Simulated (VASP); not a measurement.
**SnSe2: single point with PBEsol**

Crystal: SnSe2.

```
Sn Se
1.0
     3.81745    0.00000    0.00000
    -1.90872    3.30601    0.00000
     0.00000    0.00000    6.52396
Sn Se
1 2
Direct
  0.00000 0.00000 0.00000
  0.66667 0.33333 0.75658
  0.33333 0.66667 0.24342
```

This cell differs from its parent crystal: strain along c alone, the other axes held: +6.0 %, then relaxed in part.

```json
{
  "Program": "VASP 6.6.1",
  "Task": "single point",
  "Functional": "PBEsol",
  "Potentials or basis": "VASP PAW PBE potentials, release 64 (Sn_d, Se)",
  "Cutoff": "520 eV",
  "k mesh": "12 × 12 × 6",
  "Occupations": "gaussian, width 0.02 eV",
  "Spin": "no spin polarisation"
}
```

- Pressure: -0.4 GPa
- Largest force: 0.019 eV/Å
- Band gap on the k mesh: 0.60 eV, indirect (least direct gap 1.08 eV)

Forces on the atoms (eV/Å):
```
Sn   0.000  0.000  0.000
Se   0.000  0.000 -0.019
Se   0.000  0.000  0.019
```

Stress tensor (GPa, compression positive):
```
-0.31  0.00  0.00
 0.00 -0.31  0.00
 0.00  0.00 -0.46
```

Levels at points of the mesh, in eV from the valence-band top:
```
           k point  band 9  band 10  band 11  band 12  band 13  band 14  band 15  band 16  band 17  band 18
(0.00, 0.00, 0.00)   -0.51    -0.51    -0.38    -0.19    -0.19     1.01     3.02     4.61     4.61     7.58
(0.50, 0.00, 0.00)   -4.41    -2.76    -2.37    -1.11    -0.29     0.99     3.71     5.37     5.40     6.48
(0.00, 0.00, 0.50)   -1.97    -0.57    -0.57    -0.09    -0.09     2.28     2.93     4.44     4.44     8.02
(0.50, 0.00, 0.50)   -4.69    -2.27    -2.12    -0.78    -0.53     0.61     4.07     4.65     5.59     5.97
```

Run time: 110 s on 1 thread of AMD EPYC 7R43 64-Core Processor (Zen 3), on a shared host, peak memory 0.26 GiB.

Caveat: the cell differs from its parent crystal (strain along c alone, the other axes held: +6.0 %, then relaxed in part); the PAW data sets were made with another functional, which shifts forces and pressure a little; spin-orbit coupling is left out, which moves the levels of the heavy elements; this functional lacks dispersion, which binds the layers, so the pressure and a relaxed spacing across them are unreliable. A k mesh can miss the band edges.
